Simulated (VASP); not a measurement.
# Sc3H2 (P-3m1) in VASP: a series of runs, part 3 of 3

VASP 6.6.1.

**6. Relaxation of cell and atoms, PBE**

This run uses another cell than the first one, of 14.34 Å³/atom, 1.047 times its volume.

File INCAR:

```
PREC = Accurate ; ENCUT = 600
EDIFF = 1E-6 ; ISMEAR = 0
SIGMA = 0.1 ; LREAL = F
LASPH = T ; NELM = 100
ALGO = Normal ; ISIF = 3
LWAVE = F ; LCHARG = F
GGA = PE ; IBRION = 2
NSW = 100 ; EDIFFG = -0.01
```

File KPOINTS:

```
Automatic mesh
0
Gamma
  12 12 6
```

File POSCAR:

```
Sc3H2
1.0
    3.2351376253      0.0000000000      0.0000000000
   -1.6175688127      2.8017113683      0.0000000000
    0.0000000000      0.0000000000      7.9124353748
Sc H
3 2
Direct
    0.0000000000      0.0000000000      0.0000000000
    0.3333333333      0.6666666667      0.6690614750
    0.6666666667      0.3333333333      0.3309385250
    0.3333333333      0.6666666667      0.1581042989
    0.6666666667      0.3333333333      0.8418957011
```

Potentials or basis: VASP PAW PBE potentials, release 64 (Sc_sv, H).

Run with:

```console
cat potpaw_PBE.64/Sc_sv/POTCAR potpaw_PBE.64/H/POTCAR > POTCAR
mpirun -np 1 vasp_std > vasp.out
```

OUTCAR:

```text
PREC = Accurate
   ENCUT = 600
   EDIFF = 1E-6
   ISMEAR = 0
   LREAL = F
   LASPH = T
   NELM = 100
   ISIF = 3
   GGA = PE
   IBRION = 2
   NSW = 100
   EDIFFG = -0.01

 ion  position               nearest neighbor table
   1  0.000  0.000  0.000-   2 3.22   3 3.22   3 3.22   2 3.22   3 3.22   2 3.22
   2  0.333  0.667  0.669-   1 3.22   1 3.22   1 3.22   3 3.26   3 3.26   3 3.26
   3  0.667  0.333  0.331-   1 3.22   1 3.22   1 3.22   2 3.26   2 3.26   2 3.26
   4  0.333  0.667  0.158-
   5  0.667  0.333  0.842-

  LATTYP: Found a hexagonal cell.
 ALAT       =     3.2351376253
 C/A-ratio  =     2.4457801464

  Lattice vectors:

 A1 = (   3.2351376253,   0.0000000000,   0.0000000000)
 A2 = (  -1.6175688127,   2.8017113683,   0.0000000000)
 A3 = (   0.0000000000,   0.0000000000,   7.9124353748)
[... 299 lines left out ...]

 number of electron      35.0000000 magnetization

 Free energy of the ion-electron system (eV)
  ---------------------------------------------------
  ext. energy  EPLUGINS =         0.00000000
  ---------------------------------------------------
  free energy    TOTEN  =       -26.89983501 eV

  energy without entropy =      -26.87882032  energy(sigma->0) =      -26.88932767

 E-fermi :   4.4658     XC(G=0): -10.3534

 val. band max:        4.4589504577   @ k =   0.1667   0.1667   0.1667
 cond. band min:       4.4696497655   @ k =   0.0000   0.3333   0.3333
 fundamental gap:      0.0106993079
 Fermi energy:         4.4658272473

 k-point     1 :       0.0000    0.0000    0.0000
  band No.  band energies     occupation
      1     -44.9251      2.00000
      2     -44.8897      2.00000
      3     -44.7833      2.00000
      4     -23.6731      2.00000
      5     -23.6556      2.00000
      6     -23.3904      2.00000
[... 565 lines left out ...]
     20       5.4164      0.00000
     21       6.1471      0.00000

 [... further k-points ...]
[... 5 lines left out ...]
  --------------------------------------------------------------------------------------
  -------------------------------------------------------------------------------------
  Total       -0.0095872     -0.0095872     -0.0295450      0.0000000      0.0000000      0.0000000
  in kB       -0.2133146     -0.2133146     -0.6573704      0.0000000      0.0000000      0.0000000
  external PRESSURE =      -0.3613332 kB  Pullay stress =       0.0000000 kB
[... 20 lines left out ...]
  FREE ENERGIE OF THE ION-ELECTRON SYSTEM (eV)
  ---------------------------------------------------
  free  energy   TOTEN  =       -26.8998350142 eV

  energy  without entropy=      -26.8788203216  energy(sigma->0) =      -26.88932767

 reached required accuracy - stopping structural energy minimisation
```

CONTCAR:

```text
Sc3H2
   1.00000000000000
     3.2435271143314295   -0.0000000000001497    0.0000000000000000
    -1.6217635572159741    2.8089768789264626    0.0000000000000000
     0.0000000000000000   -0.0000000000000000    7.9034787311085459
  Sc              H
     3     2
Direct
     1.0000000000000000    0.0000000000000000    1.0000000000000000
     0.3333333332999970    0.6666666667000030    0.6686943656998430
     0.6666666667000030    0.3333333332999970    0.3313056343001570
     0.3333333332999970    0.6666666667000030    0.1581235595506347
     0.6666666667000030    0.3333333332999970    0.8418764404493654

  0.00000000E+00  0.00000000E+00  0.00000000E+00
  0.00000000E+00  0.00000000E+00  0.00000000E+00
  0.00000000E+00  0.00000000E+00  0.00000000E+00
  0.00000000E+00  0.00000000E+00  0.00000000E+00
  0.00000000E+00  0.00000000E+00  0.00000000E+00
```

It took 14 min on 1 thread of Oxide Virtual Turin-like, shared host; peak memory 0.3 GiB.

What came out:

* Free energy: -26.8998 eV
* Relaxed volume: 14.40 Å³/atom
* Relaxed cell: a = 3.244 Å, b = 3.244 Å, c = 7.903 Å, α = 90.00°, β = 90.00°, γ = 120.00°
* Space group after relaxing (to 0.05 Å): P-3m1 (No. 164)
* Energy gained by relaxing: 0.1 meV/atom
* Ionic steps: 4
* Pressure after relaxing: 0.0 GPa
* Largest force after relaxing: 0.009 eV/Å

Forces in eV/Å, atoms in the order of the input:
```
Sc   0.000  0.000  0.000
Sc   0.000  0.000 -0.009
Sc   0.000  0.000  0.009
H    0.000  0.000  0.001
H    0.000  0.000 -0.001
```

The path:
| step | energy change (eV) | largest force (eV/Å) | pressure (GPa) | volume (Å³) |
| --- | --- | --- | --- | --- |
| 1 | 0.0000 | 0.0323 | 0.28 | 71.72 |
| 2 | -0.0005 | 0.0180 | 0.02 | 71.97 |
| 3 | -0.0006 | 0.0130 | -0.08 | 72.06 |
| 4 | -0.0006 | 0.0089 | -0.04 | 72.01 |

Final structure:
```cif
data_structure
_symmetry_space_group_name_H-M 'P 1'
_symmetry_Int_Tables_number 1
_cell_length_a 3.2435
_cell_length_b 3.2435
_cell_length_c 7.9035
_cell_angle_alpha 90.000
_cell_angle_beta 90.000
_cell_angle_gamma 120.000
_cell_volume 72.01
loop_
_atom_site_label
_atom_site_type_symbol
_atom_site_fract_x
_atom_site_fract_y
_atom_site_fract_z
_atom_site_occupancy
Sc1 Sc 0.00000 0.00000 0.00000 1
Sc2 Sc 0.33333 0.66667 0.66869 1
Sc3 Sc 0.66667 0.33333 0.33131 1
H1 H 0.33333 0.66667 0.15812 1
H2 H 0.66667 0.33333 0.84188 1
```

Levels at points of the mesh, in eV from the Fermi level:
```
           k point  band 16  band 17  band 18  band 19  band 20  band 21
(0.00, 0.00, 0.00)    -0.67    -0.11     1.30     1.30     1.47     1.48
(0.50, 0.00, 0.00)    -1.29    -0.86    -0.46     0.74     0.80     1.54
(0.00, 0.00, 0.50)    -2.19     0.96     0.98     1.16     1.16     1.64
(0.50, 0.00, 0.50)    -0.89    -0.69    -0.45     0.51     0.82     1.17
```

**7. Overview**

| task | cell | k mesh | cutoff (eV) | gap on the mesh (eV) | pressure (GPa) | relaxed volume (Å³/atom) | largest force (eV/Å) |
| --- | --- | --- | --- | --- | --- | --- | --- |
| single point | a = 3.705, b = 3.705, c = 5.764 Å, angles 90.0, 90.0, 120.0°, 5 atoms | 6 × 6 × 4 | 520 | none | 6.3 | - | 0.78 |
| single point | a = 3.235, b = 3.235, c = 7.912 Å, angles 90.0, 90.0, 120.0°, 5 atoms | 6 × 6 × 4 | 520 | none | 0.1 | - | 0.01 |
| single point | a = 3.241, b = 3.241, c = 7.896 Å, angles 90.0, 90.0, 120.0°, 5 atoms | 12 × 12 × 6 | 520 | none | 0.1 | - | 0.01 |
| relaxation of cell and atoms | relaxed from a = 3.705, b = 3.705, c = 5.764 Å, angles 90.0, 90.0, 120.0°, 5 atoms | 6 × 6 × 4 | 600 | none | 0.0 | 14.36 | 0.03 |
| relaxation of cell and atoms | relaxed from a = 3.235, b = 3.235, c = 7.912 Å, angles 90.0, 90.0, 120.0°, 5 atoms | 12 × 12 × 6 | 600 | none | 0.0 | 14.40 | 0.01 |

Alike in all rows: level PBE; potentials or basis VASP PAW PBE potentials, release 64 (Sc_sv, H); no spin polarisation; smearing gaussian 0.1 eV.

Caveats: some runs use coarse meshes.

Absolute energies hang on the potentials; compare differences alone.
